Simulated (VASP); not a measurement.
Crystal: TaTe.

```
CELL_PARAMETERS angstrom
3.42009 0.00000 0.00000
0.00000 3.42009 0.00000
0.00000 0.00000 3.42009
ATOMIC_POSITIONS crystal
Ta 0.50000 0.50000 0.50000
Te 0.00000 0.00000 0.00000
```

Program: VASP 6.6.1. Alike in all runs: task single point; potentials or basis VASP PAW PBE potentials, release 64 (Ta_pv, Te); no spin polarisation; cell as given.

**Question.** Order these runs on this cell by their pressure, lowest first.
A. level PBE; k mesh 5 × 5 × 5; cutoff (eV) 500; smearing fermi-dirac 0.04 eV
B. level PBE-based screened hybrid with 25 % exact exchange; k mesh 4 × 4 × 4; cutoff (eV) 520; smearing fermi-dirac 0.05 eV; grid for exact exchange (PRECFOCK) Normal; share of exact exchange 0.25; screening parameter 0.6 1/Å
C. level PBE-based screened hybrid with 25 % exact exchange; k mesh 4 × 4 × 4; cutoff (eV) 520; smearing fermi-dirac 0.05 eV; grid for exact exchange (PRECFOCK) Normal; share of exact exchange 0.25; screening parameter 0.1 1/Å

**Answer.** C (-5.4 GPa), B (-3.2 GPa), A (0.0 GPa).

Caveats: all runs use coarse meshes; the PAW data sets were made with another functional, which shifts forces and pressure a little (at least some runs).
